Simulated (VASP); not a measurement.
# Sn (Fd-3m) in VASP: notebook

Runs on Sn. Level: PBEsol. Tasks: single point.

Everything below comes from runs of VASP 6.6.1. Logs are shortened: lines on timing, memory, paths and dates and some standing lists are left out, and cuts for length are marked.

## 1. The cell of the first run

It takes space group Fd-3m (No. 227, cubic). The conventional cell has a = 6.335 Å, b = 6.335 Å, c = 6.335 Å, α = 90.00°, β = 90.00°, γ = 90.00°. Within 3.6 Å of Sn (site symmetry -43m) lie 4 Sn at 2.74 Å.

## 2. Single point, PBEsol

File INCAR:

```
SYSTEM = Sn
PREC = Accurate
ENCUT = 520
EDIFF = 1E-7
ISMEAR = -1
SIGMA = 0.1
LREAL = .False.
LASPH = .True.
NELM = 100
ALGO = Normal
ISIF = 2
LWAVE = .False.
LCHARG = .False.
GGA = PS
NBANDS = 21
```

File KPOINTS:

```
Automatic mesh
0
Gamma
  8 8 8
  0 0 0
```

File POSCAR:

```
Sn
1.0
    0.0000000000      3.1673378875      3.1673378875
    3.1673378875      0.0000000000      3.1673378875
    3.1673378875      3.1673378875      0.0000000000
Sn
2
Direct
    0.0000000000      0.0000000000      0.0000000000
    0.2500000000      0.2500000000      0.2500000000
```

Potentials or basis: VASP PAW PBE potentials, release 64 (Sn_d).

Run with:

```bash
cat potpaw_PBE.64/Sn_d/POTCAR > POTCAR
mpirun -np 1 vasp_std > vasp.out
```

OUTCAR:

```text
SYSTEM = Sn
   PREC = Accurate
   ENCUT = 520
   EDIFF = 1E-7
   ISMEAR = -1
   LREAL = .False.
   LASPH = .True.
   NELM = 100
   ISIF = 2
   GGA = PS

 ion  position               nearest neighbor table
   1  0.000  0.000  0.000-   2 2.74   2 2.74   2 2.74   2 2.74
   2  0.250  0.250  0.250-   1 2.74   1 2.74   1 2.74   1 2.74

  LATTYP: Found a face centered cubic cell.
 ALAT       =     6.3346757750

  Lattice vectors:

 A1 = (   0.0000000000,   3.1673378875,   3.1673378875)
 A2 = (   3.1673378875,   0.0000000000,   3.1673378875)
 A3 = (   3.1673378875,   3.1673378875,   0.0000000000)

Analysis of symmetry for initial positions (statically):
=====================================================================
 Subroutine PRICEL returns:
 Original cell was already a primitive cell.

 Routine SETGRP: Setting up the symmetry group for a
 face centered cubic supercell.

 Subroutine GETGRP returns: Found 48 space group operations
 (whereof 24 operations were pure point group operations)
 out of a pool of 48 trial point group operations.

The static configuration has the point symmetry T_d .
 The point group associated with its full space group is O_h .

Analysis of symmetry for dynamics (positions and initial velocities):
=====================================================================
 Subroutine PRICEL returns:
 Original cell was already a primitive cell.

 Routine SETGRP: Setting up the symmetry group for a
 face centered cubic supercell.

 Subroutine GETGRP returns: Found 48 space group operations
 (whereof 24 operations were pure point group operations)
 out of a pool of 48 trial point group operations.

The dynamic configuration has the point symmetry T_d .
 The point group associated with its full space group is O_h .

 Subroutine INISYM returns: Found 48 space group operations
 (whereof 24 operations are pure point group operations),
 and found     1 'primitive' translations

----------------------------------------------------------------------------------------

                                     Primitive cell

  volume of cell :      63.5497

  direct lattice vectors                    reciprocal lattice vectors
     0.000000000  3.167337888  3.167337888    -0.157861276  0.157861276  0.157861276
     3.167337888  0.000000000  3.167337888     0.157861276 -0.157861276  0.157861276
     3.167337888  3.167337888  0.000000000     0.157861276  0.157861276 -0.157861276

  length of vectors
     4.479292197  4.479292197  4.479292197     0.273423750  0.273423750  0.273423750

  position of ions in fractional coordinates (direct lattice)
     0.000000000  0.000000000  0.000000000
     0.250000000  0.250000000  0.250000000

  ion indices of the primitive-cell ions
   primitive index   ion index
                 1           1
                 2           2

----------------------------------------------------------------------------------------

 KPOINTS: Automatic mesh

Automatic generation of k-mesh.
 Grid dimensions read from file:
 generate k-points for:    8    8    8

 Generating k-lattice:

  Cartesian coordinates                     Fractional coordinates (reciprocal lattice)
    -0.019732659  0.019732659  0.019732659     0.125000000  0.000000000  0.000000000
     0.019732659 -0.019732659  0.019732659     0.000000000  0.125000000  0.000000000
     0.019732659  0.019732659 -0.019732659     0.000000000  0.000000000  0.125000000

  Length of vectors
     0.034177969  0.034177969  0.034177969

  Shift w.r.t. Gamma in fractional coordinates (k-lattice)
     0.000000000  0.000000000  0.000000000

 Subroutine IBZKPT returns following result:
 ===========================================

 Found     29 irreducible k-points:

 Following reciprocal coordinates:
            Coordinates               Weight
  0.000000  0.000000  0.000000      1.000000
  0.125000  0.000000  0.000000      8.000000
  0.250000  0.000000  0.000000      8.000000
  0.375000  0.000000  0.000000      8.000000
  0.500000  0.000000  0.000000      4.000000
  0.125000  0.125000  0.000000      6.000000
[... 16 lines left out ...]
  0.500000  0.250000  0.125000     48.000000
 -0.375000  0.250000  0.125000     24.000000
 [... further k-points ...]
   k-points           NKPTS =     29   k-points in BZ     NKDIM =     29   number of bands    NBANDS=     21
   number of dos      NEDOS =    301   number of ions     NIONS =      2
   total plane-waves  NPLWV =  46656
   dimension x,y,z NGX =    36 NGY =   36 NGZ =   36
   dimension x,y,z NGXF=    72 NGYF=   72 NGZF=   72
   ions per type =               2
   NGX,Y,Z   is equivalent  to a cutoff of  13.36, 13.36, 13.36 a.u.
   NGXF,Y,Z  is equivalent  to a cutoff of  26.72, 26.72, 26.72 a.u.
 SYSTEM =  Sn
   PREC   = accura    normal or accurate (medium, high low for compatibility)
   ISTART =      0    job   : 0-new  1-cont  2-samecut
   ICHARG =      2    charge: 1-file 2-atom 10-const
   ISPIN  =      1    spin polarized calculation?
   LNONCOLLINEAR =      F non collinear calculations
   LSORBIT =      F    spin-orbit coupling
   LASPH  =      T    aspherical Exc in radial PAW
   ENCUT  =  520.0 eV  38.22 Ry    6.18 a.u.   8.33  8.33  8.33*2*pi/ulx,y,z
   NELM   =    100;   NELMIN=  2; NELMDL= -5     # of ELM steps
   EDIFF  = 0.1E-06   stopping-criterion for ELM
   LREAL  =      F    real-space projection
   EDIFFG = 0.1E-05   stopping-criterion for IOM
   NSW    =      0    number of steps for IOM
   IBRION =     -1    ionic relax: 0-MD 1-quasi-New 2-CG
   NFREE  =      0    steps in history (QN), initial steepest desc. (CG)
   ISIF   =      2    stress and relaxation
   ISYM   =      2    0-nonsym 1-usesym 2-fastsym
   POTIM  = 0.5000    time-step for ionic-motion
   TEBEG  =    0.0;   TEEND  =   0.0 temperature during run
   PSTRESS=    0.0 pullay stress
   NELECT =      28.0000    total number of electrons
   NUPDOWN=      -1.0000    fix difference up-down
   EMIN   =  10.00;   EMAX   =-10.00  energy-range for DOS
   EFERMI =   0.00;   METHOD = LEGACY
   ISMEAR =    -1;   SIGMA  =   0.10  broadening in eV -4-tet -1-fermi 0-gaus
   EFERMI_NEDOS =   21; number of points for ismear=-14 and -15
   IALGO  =     38    algorithm
   IMIX   =      4    mixing-type and parameters
     AMIX     =   0.40;   BMIX     =  1.00
     AMIX_MAG =   1.60;   BMIX_MAG =  1.00
  volume/ion in A,a.u.               =      31.77       214.43
  Fermi-wavevector in a.u.,A,eV,Ry     =   1.245728  2.354084 21.114030  1.551837
  Thomas-Fermi vector in A             =   2.379937
   LORBIT       =      0    0 simple, 1 ext, 2 COOP (PROOUT), +10 PAW based schemes
   GGA     = PS    functional components
   LHFCALC =     F    Hartree Fock is set to
   AEXX    =    0.0000 exact exchange contribution
   IVDW    =     0    specifies the selected vdW correction
   LEPSILON=     F    determine dielectric tensor
   LRPA    =     F    only Hartree local field effects (RPA)
 non-spin polarized calculation
  energy-cutoff  :      520.00
  volume of cell :       63.55
 maximum number of plane-waves:      1727
 NGX is ok and might be reduce to    36
   NGX = 17   NGY = 17   NGZ = 17

 number of electron      28.0000001 magnetization

 Free energy of the ion-electron system (eV)
  ---------------------------------------------------
  ext. energy  EPLUGINS =         0.00000000
  ---------------------------------------------------
  free energy    TOTEN  =        -8.36883980 eV

  energy without entropy =       -8.36263578  energy(sigma->0) =       -8.36573779

 E-fermi :   6.3110     XC(G=0):  -9.3870

 val. band max:        6.1098373332   @ k =   0.0000   0.0000   0.0000
 cond. band min:       6.3758789534   @ k =   0.0000   0.0000   0.0000
 fundamental gap:      0.2660416203
 Fermi energy:         6.3110064782

 k-point     1 :       0.0000    0.0000    0.0000
  band No.  band energies     occupation
      1     -15.4735      2.00000
      2     -15.4735      2.00000
      3     -15.4735      2.00000
      4     -15.4023      2.00000
      5     -15.4023      2.00000
      6     -15.0253      2.00000
[... 13 lines left out ...]
     20      14.4405      0.00000
     21      14.4410      0.00000

 k-point     2 :       0.1250    0.0000    0.0000
  band No.  band energies     occupation
      1     -15.4870      2.00000
      2     -15.4870      2.00000
      3     -15.4691      2.00000
      4     -15.3832      2.00000
      5     -15.3832      2.00000
      6     -15.0488      2.00000
[... 13 lines left out ...]
     20      13.4080      0.00000
     21      13.4080      0.00000

 k-point     3 :       0.2500    0.0000    0.0000
  band No.  band energies     occupation
      1     -15.5049      2.00000
      2     -15.5049      2.00000
      3     -15.4584      2.00000
      4     -15.3531      2.00000
      5     -15.3531      2.00000
      6     -15.0746      2.00000
[... 13 lines left out ...]
     20      13.2010      0.00000
     21      13.2010      0.00000

 k-point     4 :       0.3750    0.0000    0.0000
  band No.  band energies     occupation
      1     -15.5146      2.00000
      2     -15.5146      2.00000
      3     -15.4471      2.00000
      4     -15.3337      2.00000
      5     -15.3337      2.00000
      6     -15.0886      2.00000
[... 13 lines left out ...]
     20      14.1121      0.00000
     21      14.1121      0.00000

 k-point     5 :       0.5000    0.0000    0.0000
  band No.  band energies     occupation
      1     -15.5172      2.00000
      2     -15.5172      2.00000
      3     -15.4423      2.00000
      4     -15.3281      2.00000
      5     -15.3281      2.00000
      6     -15.0920      2.00000
[... 13 lines left out ...]
     20      15.2557      0.00000
     21      15.2557      0.00000

 k-point     6 :       0.1250    0.1250    0.0000
  band No.  band energies     occupation
      1     -15.4842      2.00000
      2     -15.4838      2.00000
      3     -15.4838      2.00000
      4     -15.3869      2.00000
      5     -15.3629      2.00000
      6     -15.0885      2.00000
[... 13 lines left out ...]
     20      12.3713      0.00000
     21      14.6165      0.00000

 k-point     7 :       0.2500    0.1250    0.0000
  band No.  band energies     occupation
      1     -15.5095      2.00000
      2     -15.4984      2.00000
      3     -15.4669      2.00000
      4     -15.3625      2.00000
      5     -15.3280      2.00000
      6     -15.1257      2.00000
[... 13 lines left out ...]
     20      13.3871      0.00000
     21      14.1956      0.00000
[... 291 lines left out ...]
      1     -15.5631      2.00000
      2     -15.5361      2.00000
      3     -15.3731      2.00000
      4     -15.2700      2.00000
      5     -15.2225      2.00000
      6     -15.1998      2.00000
[... 13 lines left out ...]
     20      14.4407      0.00000
     21      17.5686      0.00000

 k-point    21 :       0.5000    0.5000    0.0000
  band No.  band energies     occupation
      1     -15.5350      2.00000
      2     -15.5350      2.00000
      3     -15.3758      2.00000
      4     -15.3758      2.00000
      5     -15.2018      2.00000
      6     -15.2018      2.00000
[... 13 lines left out ...]
     20      16.0729      0.00000
     21      16.9844      0.00000

 k-point    22 :       0.3750    0.2500    0.1250
  band No.  band energies     occupation
      1     -15.5228      2.00000
      2     -15.5202      2.00000
      3     -15.4426      2.00000
      4     -15.3392      2.00000
      5     -15.2908      2.00000
      6     -15.1649      2.00000
[... 13 lines left out ...]
     20      14.3964      0.00000
     21      14.8349      0.00000

 k-point    23 :       0.5000    0.2500    0.1250
  band No.  band energies     occupation
      1     -15.5448      2.00000
      2     -15.5308      2.00000
      3     -15.4043      2.00000
      4     -15.3125      2.00000
      5     -15.2679      2.00000
      6     -15.1815      2.00000
[... 13 lines left out ...]
     20      14.2622      0.00000
     21      15.4636      0.00000

 k-point    24 :      -0.3750    0.2500    0.1250
  band No.  band energies     occupation
      1     -15.5540      2.00000
      2     -15.5335      2.00000
      3     -15.3866      2.00000
      4     -15.2929      2.00000
      5     -15.2702      2.00000
      6     -15.1738      2.00000
[... 13 lines left out ...]
     20      14.8706      0.00000
     21      15.5924      0.00000

 [... further k-points ...]
[... 5 lines left out ...]
  --------------------------------------------------------------------------------------
  -------------------------------------------------------------------------------------
  Total        1.9752324      1.9752324      1.9752324      0.0000000      0.0000000     -0.0000000
  in kB       49.7984251     49.7984251     49.7984251      0.0000000      0.0000000     -0.0000000
  external PRESSURE =      49.7984251 kB  Pullay stress =       0.0000000 kB

 VOLUME and BASIS-vectors are now :
 -----------------------------------------------------------------------------
  energy-cutoff  :      520.00
  volume of cell :       63.55
      direct lattice vectors                 reciprocal lattice vectors
     0.000000000  3.167337888  3.167337888    -0.157861276  0.157861276  0.157861276
     3.167337888  0.000000000  3.167337888     0.157861276 -0.157861276  0.157861276
     3.167337888  3.167337888  0.000000000     0.157861276  0.157861276 -0.157861276

 POSITION                                       TOTAL-FORCE (eV/Angst)
 -----------------------------------------------------------------------------------
      0.00000      0.00000      0.00000        -0.000000     -0.000000     -0.000000
      1.58367      1.58367      1.58367         0.000000      0.000000      0.000000
 -----------------------------------------------------------------------------------
    total drift:                                0.000000      0.000000      0.000000

  FREE ENERGIE OF THE ION-ELECTRON SYSTEM (eV)
  ---------------------------------------------------
  free  energy   TOTEN  =        -8.3688397974 eV

  energy  without entropy=       -8.3626357778  energy(sigma->0) =       -8.36573779
```

Wall time 62 s (1 thread of AMD EPYC 7R43 (Zen 3), shared host); peak memory 0.17 GiB.

What came out:

* Free energy: -8.3688 eV
* Pressure: 5.0 GPa
* Band gap on the k mesh: zero (filled and empty bands touch)

Levels at points of the mesh, in eV from the Fermi level:
| k point | band 11 | band 12 | band 13 | band 14 | band 15 | band 16 | band 17 | band 18 |
| --- | --- | --- | --- | --- | --- | --- | --- | --- |
| (0.00, 0.00, 0.00) | -11.16 | -0.20 | 0.06 | 0.06 | 0.06 | 2.13 | 2.13 | 2.13 |
| (0.50, 0.00, 0.00) | -9.38 | -6.64 | -1.26 | -1.26 | 0.07 | 3.21 | 3.21 | 5.43 |
| (0.50, 0.50, 0.00) | -7.82 | -7.82 | -2.74 | -2.74 | 0.64 | 0.64 | 8.16 | 8.16 |

Caveat: the PAW data sets were made with another functional, which shifts forces and pressure a little; spin-orbit coupling is left out, which moves the levels of the heavy elements.

## 3. Single point, PBEsol

This run uses another cell than the first one, of 32.45 Å³/atom, 1.021 times its volume.

File INCAR:

```
ALGO = Normal ; EDIFF = 1E-6
ENCUT = 520 ; GGA = PS
ISIF = 2 ; ISMEAR = -1
LASPH = T ; LCHARG = T
LELF = T ; LREAL = F
LVHAR = T ; LWAVE = F
NBANDS = 21 ; NELM = 60
PREC = Accurate ; SIGMA = 0.1
```

File KPOINTS:

```
k-points
0
Gamma
  8 8 8
```

File POSCAR:

```
Sn
1.0
    0.0000000000      3.1896438188      3.1896438188
    3.1896438188      0.0000000000      3.1896438188
    3.1896438188      3.1896438188      0.0000000000
Sn
2
Direct
    0.0000000000      0.0000000000      0.0000000000
    0.2500000000      0.2500000000      0.2500000000
```

Potentials or basis: VASP PAW PBE potentials, release 64 (Sn_d).

Run with:

```bash
cat potpaw_PBE.64/Sn_d/POTCAR > POTCAR
mpirun -np 1 vasp_std > vasp.out
```

Wall time 59 s (1 thread of AMD EPYC 7R43 (Zen 3), shared host); peak memory 0.17 GiB.

Results (log left out):

```yaml
Free_energy: -8.4059 eV
Pressure: 3.7 GPa
Band_gap_on_the_k_mesh: zero (band 14 reaches 6.14 eV, above the bottom of band 15 at 6.09 eV)
```

Levels at points of the mesh, in eV from the Fermi level:
```csv
k point,band 12,band 13,band 14,band 15,band 16,band 17
"(0.00, 0.00, 0.00)",-0.33,0.08,0.08,0.08,2.15,2.15
"(0.50, 0.00, 0.00)",-6.53,-1.21,-1.21,0.04,3.23,3.23
"(0.50, 0.50, 0.00)",-7.72,-2.65,-2.65,0.69,0.69,8.04
```

Caveat: the PAW data sets were made with another functional, which shifts forces and pressure a little; spin-orbit coupling is left out, which moves the levels of the heavy elements.
